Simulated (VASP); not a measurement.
# CuCl in VASP: further runs

Runs on CuCl. Level: PBE. Tasks: relaxation of shape and atoms at fixed volume, single point, relaxation of cell and atoms.

Everything below comes from runs of VASP 6.6.1. Logs are shortened: lines on timing, memory, paths and dates and some standing lists are left out, and cuts for length are marked.

## Step 1: The cell of the first run

The typed cell holds 2 atoms: a = 3.717 Å, b = 3.717 Å, c = 3.717 Å, α = 60.01°, β = 60.01°, γ = 60.01°.

## Step 2: Relaxation of shape and atoms at fixed volume, PBE (volume scaled by 0.91)

INCAR reads:

```
PREC     = Accurate       # precision mode
ENCUT    = 600            # plane-wave cutoff, eV
EDIFF    = 1E-7           # SCF threshold, eV
ISMEAR   = 0              # smearing method
SIGMA    = 0.02           # smearing width, eV
LREAL    = False          # projectors in reciprocal space
LASPH    = True           # aspherical terms in the spheres
NELM     = 120            # most SCF steps
ALGO     = Normal         # electronic algorithm
ISIF     = 4              # what is computed and relaxed
LWAVE    = False          # write WAVECAR
LCHARG   = False          # write CHGCAR
GGA      = PE             # functional
IBRION   = 2              # ionic algorithm
NSW      = 50             # ionic steps
EDIFFG   = -0.01          # ionic threshold
GGA_COMPAT= False        
NELMIN   = 4
```

KPOINTS reads:

```
Automatic mesh
0
Gamma
  12 12 12
```

POSCAR reads:

```
CuCl
1.0
    1.8585692790      1.0730454735      3.0346667770
   -1.8585692790      1.0730454735      3.0346667770
    0.0000000000     -2.1460909470      3.0346667770
Cu Cl
1 1
Direct
    0.0085319845      0.0085319845      0.0085319845
    0.7584666855      0.7584666855      0.7584666855
```

Potentials or basis: VASP PAW PBE potentials, release 64 (Cu, Cl).

Command:

```
> cat potpaw_PBE.64/Cu/POTCAR potpaw_PBE.64/Cl/POTCAR > POTCAR
> mpirun -np 1 vasp_std > vasp.out
```

OUTCAR:

```text
PREC = Accurate
   ENCUT = 600
   EDIFF = 1E-7
   ISMEAR = 0
   LREAL = False
   LASPH = True
   NELM = 120
   ISIF = 4
   GGA = PE
   IBRION = 2
   NSW = 50
   EDIFFG = -0.01
   NELMIN = 4

 ion  position               nearest neighbor table
   1  0.009  0.009  0.009-   2 2.28   2 2.28   2 2.28   2 2.28
   2  0.758  0.758  0.758-   1 2.28   1 2.28   1 2.28   1 2.28

  LATTYP: Found a trigonal (rhomboedric) cell.
 ALAT       =     3.7168412396
 COS(alpha) =     0.4999200046

  Lattice vectors:

 A1 = (   1.8585692790,   1.0730454735,   3.0346667770)
 A2 = (  -1.8585692790,   1.0730454735,   3.0346667770)
 A3 = (   0.0000000000,  -2.1460909470,   3.0346667770)

Analysis of symmetry for initial positions (statically):
=====================================================================
 Subroutine PRICEL returns:
 Original cell was already a primitive cell.

 Routine SETGRP: Setting up the symmetry group for a
 trigonal (rhombohedral) supercell.

 Subroutine GETGRP returns: Found  6 space group operations
 (whereof  6 operations were pure point group operations)
 out of a pool of 12 trial point group operations.

The static configuration has the point symmetry C_3v.

Analysis of symmetry for dynamics (positions and initial velocities):
=====================================================================
 Subroutine PRICEL returns:
 Original cell was already a primitive cell.

 Routine SETGRP: Setting up the symmetry group for a
 trigonal (rhombohedral) supercell.

 Subroutine GETGRP returns: Found  6 space group operations
 (whereof  6 operations were pure point group operations)
 out of a pool of 12 trial point group operations.

The dynamic configuration has the point symmetry C_3v.

 Subroutine INISYM returns: Found  6 space group operations
 (whereof  6 operations are pure point group operations),
 and found     1 'primitive' translations

----------------------------------------------------------------------------------------

                                     Primitive cell

  volume of cell :      36.3128

  direct lattice vectors                    reciprocal lattice vectors
     1.858569279  1.073045473  3.034666777     0.269024139  0.155321159  0.109841824
    -1.858569279  1.073045473  3.034666777    -0.269024139  0.155321159  0.109841824
     0.000000000 -2.146090947  3.034666777     0.000000000 -0.310642318  0.109841824

  length of vectors
     3.716841240  3.716841240  3.716841240     0.329490328  0.329490328  0.329490328

  position of ions in fractional coordinates (direct lattice)
     0.008531985  0.008531985  0.008531985
     0.758466685  0.758466685  0.758466685

  ion indices of the primitive-cell ions
   primitive index   ion index
                 1           1
                 2           2

----------------------------------------------------------------------------------------

 KPOINTS: Automatic mesh

Automatic generation of k-mesh.
 Grid dimensions read from file:
 generate k-points for:   12   12   12

 Generating k-lattice:

  Cartesian coordinates                     Fractional coordinates (reciprocal lattice)
     0.022418678  0.012943430  0.009153485     0.083333333 -0.000000000  0.000000000
    -0.022418678  0.012943430  0.009153485    -0.000000000  0.083333333  0.000000000
     0.000000000 -0.025886860  0.009153485     0.000000000  0.000000000  0.083333333

  Length of vectors
     0.027457527  0.027457527  0.027457527

  Shift w.r.t. Gamma in fractional coordinates (k-lattice)
     0.000000000  0.000000000  0.000000000

 Subroutine IBZKPT returns following result:
 ===========================================

 Found    189 irreducible k-points:

 Following reciprocal coordinates:
            Coordinates               Weight
  0.000000  0.000000  0.000000      1.000000
  0.083333  0.000000  0.000000      6.000000
  0.166667  0.000000  0.000000      6.000000
  0.250000  0.000000  0.000000      6.000000
  0.333333  0.000000  0.000000      6.000000
  0.416667  0.000000  0.000000      6.000000
[... 16 lines left out ...]
  0.500000  0.166667  0.000000     12.000000
 -0.416667  0.166667  0.000000     12.000000
 [... further k-points ...]
   k-points           NKPTS =    189   k-points in BZ     NKDIM =    189   number of bands    NBANDS=     13
   number of dos      NEDOS =    301   number of ions     NIONS =      2
   total plane-waves  NPLWV =  27000
   dimension x,y,z NGX =    30 NGY =   30 NGZ =   30
   dimension x,y,z NGXF=    60 NGYF=   60 NGZF=   60
   ions per type =               1   1
   NGX,Y,Z   is equivalent  to a cutoff of  13.42, 13.42, 13.42 a.u.
   NGXF,Y,Z  is equivalent  to a cutoff of  26.84, 26.84, 26.84 a.u.
 SYSTEM =  unknown system
   PREC   = accura    normal or accurate (medium, high low for compatibility)
   ISTART =      0    job   : 0-new  1-cont  2-samecut
   ICHARG =      2    charge: 1-file 2-atom 10-const
   ISPIN  =      1    spin polarized calculation?
   LNONCOLLINEAR =      F non collinear calculations
   LSORBIT =      F    spin-orbit coupling
   LASPH  =      T    aspherical Exc in radial PAW
   ENCUT  =  600.0 eV  44.10 Ry    6.64 a.u.   7.42  7.42  7.42*2*pi/ulx,y,z
   NELM   =    120;   NELMIN=  4; NELMDL= -5     # of ELM steps
   EDIFF  = 0.1E-06   stopping-criterion for ELM
   LREAL  =      F    real-space projection
   EDIFFG = -.1E-01   stopping-criterion for IOM
   NSW    =     50    number of steps for IOM
   IBRION =      2    ionic relax: 0-MD 1-quasi-New 2-CG
   NFREE  =      1    steps in history (QN), initial steepest desc. (CG)
   ISIF   =      4    stress and relaxation
   ISYM   =      2    0-nonsym 1-usesym 2-fastsym
   POTIM  = 0.5000    time-step for ionic-motion
   TEBEG  =    0.0;   TEEND  =   0.0 temperature during run
   PSTRESS=    0.0 pullay stress
   NELECT =      18.0000    total number of electrons
   NUPDOWN=      -1.0000    fix difference up-down
   EMIN   =  10.00;   EMAX   =-10.00  energy-range for DOS
   EFERMI =   0.00;   METHOD = LEGACY
   ISMEAR =     0;   SIGMA  =   0.02  broadening in eV -4-tet -1-fermi 0-gaus
   EFERMI_NEDOS =   21; number of points for ismear=-14 and -15
   IALGO  =     38    algorithm
   IMIX   =      4    mixing-type and parameters
     AMIX     =   0.40;   BMIX     =  1.00
     AMIX_MAG =   1.60;   BMIX_MAG =  1.00
  volume/ion in A,a.u.               =      18.16       122.53
  Fermi-wavevector in a.u.,A,eV,Ry     =   1.295625  2.448376 22.839337  1.678644
  Thomas-Fermi vector in A             =   2.427133
   LORBIT       =      0    0 simple, 1 ext, 2 COOP (PROOUT), +10 PAW based schemes
   GGA     = PE    functional components
   LHFCALC =     F    Hartree Fock is set to
   AEXX    =    0.0000 exact exchange contribution
   IVDW    =     0    specifies the selected vdW correction
   LEPSILON=     F    determine dielectric tensor
   LRPA    =     F    only Hartree local field effects (RPA)
 conjugate gradient relaxation of ions
 non-spin polarized calculation
 Gauss-broadening in eV      SIGMA  =   0.02
  energy-cutoff  :      600.00
  volume of cell :       36.31
 maximum number of plane-waves:      1243
 NGX is ok and might be reduce to    30
   NGX = 15   NGY = 15   NGZ = 15

 number of electron      18.0000009 magnetization

 Free energy of the ion-electron system (eV)
  ---------------------------------------------------
  ext. energy  EPLUGINS =         0.00000000
  ---------------------------------------------------
  free energy    TOTEN  =        -6.27949732 eV

  energy without entropy =       -6.27949732  energy(sigma->0) =       -6.27949732

 E-fermi :   4.9382     XC(G=0):  -9.8502

 val. band max:        4.7868477888   @ k =   0.0000   0.0000   0.0000
 cond. band min:       5.5103174360   @ k =   0.0000   0.0000   0.0000
 fundamental gap:      0.7234696473
 Fermi energy:         4.9381967544

 k-point     1 :       0.0000    0.0000    0.0000
  band No.  band energies     occupation
      1     -12.7284      2.00000
      2      -0.5572      2.00000
      3      -0.5572      2.00000
      4      -0.5552      2.00000
      5       2.9971      2.00000
      6       2.9971      2.00000
      7       4.7859      2.00000
      8       4.7868      2.00000
      9       4.7868      2.00000
     10       5.5103      0.00000
     11      11.5211      0.00000
     12      11.5211      0.00000
     13      11.5231      0.00000

 k-point     2 :       0.0833    0.0000    0.0000
  band No.  band energies     occupation
      1     -12.6941      2.00000
      2      -0.7055      2.00000
      3      -0.5534      2.00000
      4      -0.5517      2.00000
      5       2.9914      2.00000
      6       2.9914      2.00000
      7       4.5460      2.00000
      8       4.7454      2.00000
      9       4.7462      2.00000
     10       5.8796      0.00000
     11      11.3567      0.00000
     12      11.6283      0.00000
     13      11.6297      0.00000

 k-point     3 :       0.1667    0.0000    0.0000
  band No.  band energies     occupation
      1     -12.5985      2.00000
      2      -1.0830      2.00000
      3      -0.5437      2.00000
      4      -0.5422      2.00000
      5       2.9821      2.00000
      6       2.9822      2.00000
      7       4.1654      2.00000
      8       4.6339      2.00000
      9       4.6343      2.00000
     10       6.5647      0.00000
     11      11.0591      0.00000
     12      11.8778      0.00000
     13      11.8786      0.00000

 k-point     4 :       0.2500    0.0000    0.0000
  band No.  band energies     occupation
      1     -12.4627      2.00000
      2      -1.5507      2.00000
      3      -0.5325      2.00000
      4      -0.5312      2.00000
      5       2.9863      2.00000
      6       2.9865      2.00000
      7       3.7843      2.00000
      8       4.4760      2.00000
      9       4.4761      2.00000
     10       7.2334      0.00000
     11      10.9637      0.00000
     12      12.0786      0.00000
     13      12.0789      0.00000

 k-point     5 :       0.3333    0.0000    0.0000
  band No.  band energies     occupation
      1     -12.3202      2.00000
      2      -1.9823      2.00000
      3      -0.5238      2.00000
      4      -0.5227      2.00000
      5       3.0154      2.00000
      6       3.0157      2.00000
      7       3.4536      2.00000
      8       4.3043      2.00000
      9       4.3048      2.00000
     10       7.6551      0.00000
     11      11.2513      0.00000
     12      12.0971      0.00000
     13      12.0984      0.00000
[... 257 lines left out ...]
 k-point    22 :       0.4167    0.1667    0.0000
  band No.  band energies     occupation
      1     -12.2056      2.00000
      2      -2.0247      2.00000
      3      -0.7414      2.00000
      4      -0.5712      2.00000
      5       2.8949      2.00000
      6       3.1140      2.00000
      7       3.3131      2.00000
      8       3.9604      2.00000
      9       4.0674      2.00000
     10       8.5115      0.00000
     11      10.5356      0.00000
     12      11.9614      0.00000
     13      12.8371      0.00000

 k-point    23 :       0.5000    0.1667    0.0000
  band No.  band energies     occupation
      1     -12.1278      2.00000
      2      -2.1772      2.00000
      3      -0.8349      2.00000
      4      -0.5500      2.00000
      5       2.9268      2.00000
      6       3.0962      2.00000
      7       3.1727      2.00000
      8       3.9160      2.00000
      9       3.9453      2.00000
     10       8.6823      0.00000
     11      10.6838      0.00000
     12      12.2888      0.00000
     13      12.6965      0.00000

 k-point    24 :      -0.4167    0.1667    0.0000
  band No.  band energies     occupation
      1     -12.1174      2.00000
      2      -2.1822      2.00000
      3      -0.8977      2.00000
      4      -0.5258      2.00000
      5       2.9424      2.00000
      6       3.0360      2.00000
      7       3.2127      2.00000
      8       3.8037      2.00000
      9       4.0391      2.00000
     10       8.7488      0.00000
     11      10.7546      0.00000
     12      12.3506      0.00000
     13      12.5854      0.00000

 [... further k-points ...]
[... 5 lines left out ...]
  --------------------------------------------------------------------------------------
  -------------------------------------------------------------------------------------
  Total        1.3733821      1.3733821      1.3705613      0.0000000      0.0000000      0.0000000
  in kB       60.5958424     60.5958424     60.4713835      0.0000000      0.0000000      0.0000000
  external PRESSURE =      60.5543561 kB  Pullay stress =       0.0000000 kB

 VOLUME and BASIS-vectors are now :
 -----------------------------------------------------------------------------
  energy-cutoff  :      600.00
  volume of cell :       36.31
      direct lattice vectors                 reciprocal lattice vectors
     1.858569279  1.073045473  3.034666777     0.269024139  0.155321159  0.109841824
    -1.858569279  1.073045473  3.034666777    -0.269024139  0.155321159  0.109841824
     0.000000000 -2.146090947  3.034666777     0.000000000 -0.310642318  0.109841824

 POSITION                                       TOTAL-FORCE (eV/Angst)
 -----------------------------------------------------------------------------------
      0.00000      0.00000      0.07768         0.000000      0.000000     -0.001131
      0.00000      0.00000      6.90508         0.000000     -0.000000      0.001131
 -----------------------------------------------------------------------------------
    total drift:                                0.000000     -0.000000     -0.000203

  FREE ENERGIE OF THE ION-ELECTRON SYSTEM (eV)
  ---------------------------------------------------
  free  energy   TOTEN  =        -6.2794973182 eV

  energy  without entropy=       -6.2794973182  energy(sigma->0) =       -6.27949732

 reached required accuracy - stopping structural energy minimisation
```

Wall time 54 s (1 thread of Intel Xeon 6975P-C (Granite Rapids), shared host); peak memory 0.26 GiB.

Results:

```yaml
Free_energy: -6.2795 eV
Pressure_after_relaxing: 6.1 GPa
Band_gap_on_the_k_mesh: 0.72 eV, direct
```

Final structure:
```xyz
2
Lattice="1.8586 1.0730 3.0347 -1.8586 1.0730 3.0347 0.0000 -2.1461 3.0347" Properties=species:S:1:pos:R:3 pbc="T T T"
Cu    0.0000    0.0000    0.0777
Cl    0.0000    0.0000    6.9051
```

Caveat: the cell differs from its parent crystal (volume scaled by 0.91); the relaxation stopped at its first step, so nothing moved. A k mesh can miss the band edges.

## Step 3: Single point, PBE

This run uses another cell than the first one, of 19.95 Å³/atom, 1.099 times its volume.

INCAR reads:

```
PREC = Accurate
ENCUT = 600
EDIFF = 1E-6
ISMEAR = 0
SIGMA = 0.01
LREAL = False
LASPH = True
NELM = 120
ALGO = Normal
ISIF = 2
LWAVE = False
LCHARG = False
GGA = PE
NBANDS = 16
GGA_COMPAT = False
```

KPOINTS reads:

```
regular mesh
0
Gamma
  12 12 12
```

POSCAR reads:

```
CuCl
1.0
    1.9178607656      1.1072774293      3.1314999068
   -1.9178607656      1.1072774293      3.1314999068
    0.0000000000     -2.2145548585      3.1314999068
Cu Cl
1 1
Direct
    0.0085299893      0.0085299893      0.0085299893
    0.7584686807      0.7584686807      0.7584686807
```

Potentials or basis: VASP PAW PBE potentials, release 64 (Cu, Cl).

Command:

```
> cat potpaw_PBE.64/Cu/POTCAR potpaw_PBE.64/Cl/POTCAR > POTCAR
> mpirun -np 1 vasp_std > vasp.out
```

OUTCAR:

```text
PREC = Accurate
   ENCUT = 600
   EDIFF = 1E-6
   ISMEAR = 0
   LREAL = False
   LASPH = True
   NELM = 120
   ISIF = 2
   GGA = PE

 ion  position               nearest neighbor table
   1  0.009  0.009  0.009-   2 2.35   2 2.35   2 2.35   2 2.35
   2  0.758  0.758  0.758-   1 2.35   1 2.35   1 2.35   1 2.35

  LATTYP: Found a trigonal (rhomboedric) cell.
 ALAT       =     3.8354328162
 COS(alpha) =     0.4999247215

  Lattice vectors:

 A1 = (   1.9178607656,   1.1072774293,   3.1314999068)
 A2 = (  -1.9178607656,   1.1072774293,   3.1314999068)
 A3 = (   0.0000000000,  -2.2145548585,   3.1314999068)

Analysis of symmetry for initial positions (statically):
=====================================================================
 Subroutine PRICEL returns:
 Original cell was already a primitive cell.

 Routine SETGRP: Setting up the symmetry group for a
 trigonal (rhombohedral) supercell.

 Subroutine GETGRP returns: Found  6 space group operations
[... 156 lines left out ...]

 Free energy of the ion-electron system (eV)
  ---------------------------------------------------
  ext. energy  EPLUGINS =         0.00000000
  ---------------------------------------------------
  free energy    TOTEN  =        -6.34310829 eV

  energy without entropy =       -6.34310829  energy(sigma->0) =       -6.34310829

 E-fermi :   3.9468     XC(G=0):  -9.3786

 val. band max:        3.8226178550   @ k =   0.0000   0.0000   0.0000
 cond. band min:       4.3545351893   @ k =   0.0000   0.0000   0.0000
 fundamental gap:      0.5319173343
 Fermi energy:         3.9467685840

 k-point     1 :       0.0000    0.0000    0.0000
  band No.  band energies     occupation
      1     -13.1778      2.00000
      2      -1.0847      2.00000
      3      -1.0847      2.00000
      4      -1.0830      2.00000
      5       2.3650      2.00000
      6       2.3650      2.00000
[... 433 lines left out ...]
      3      -1.4162      2.00000
      4      -1.0839      2.00000
      5       2.3204      2.00000
      6       2.3979      2.00000
[... 8 lines left out ...]
     15      15.9447      0.00000
     16      17.4009      0.00000

 [... further k-points ...]
[... 5 lines left out ...]
  --------------------------------------------------------------------------------------
  -------------------------------------------------------------------------------------
  Total        0.0267547      0.0267547      0.0260004      0.0000000      0.0000000      0.0000000
  in kB        1.0743197      1.0743197      1.0440307      0.0000000      0.0000000      0.0000000
  external PRESSURE =       1.0642234 kB  Pullay stress =       0.0000000 kB

 VOLUME and BASIS-vectors are now :
 -----------------------------------------------------------------------------
  energy-cutoff  :      600.00
  volume of cell :       39.90
      direct lattice vectors                 reciprocal lattice vectors
     1.917860766  1.107277429  3.131499907     0.260707143  0.150519339  0.106445264
    -1.917860766  1.107277429  3.131499907    -0.260707143  0.150519339  0.106445264
     0.000000000 -2.214554859  3.131499907     0.000000000 -0.301038678  0.106445264

 POSITION                                       TOTAL-FORCE (eV/Angst)
 -----------------------------------------------------------------------------------
      0.00000      0.00000      0.08013         0.000000     -0.000000     -0.000447
      0.00000      0.00000      7.12543         0.000000      0.000000      0.000447
 -----------------------------------------------------------------------------------
    total drift:                                0.000000     -0.000000      0.000118

  FREE ENERGIE OF THE ION-ELECTRON SYSTEM (eV)
  ---------------------------------------------------
  free  energy   TOTEN  =        -6.3431082885 eV

  energy  without entropy=       -6.3431082885  energy(sigma->0) =       -6.34310829
```

Wall time 97 s (1 thread of Intel Xeon Platinum 8488C (Sapphire Rapids), shared host); peak memory 0.28 GiB.

Results:

| Quantity | Value |
| --- | --- |
| Free energy | -6.3431 eV |
| Pressure | 0.1 GPa |
| Band gap on the k mesh | 0.53 eV, direct |

[end of part 1 of 2]
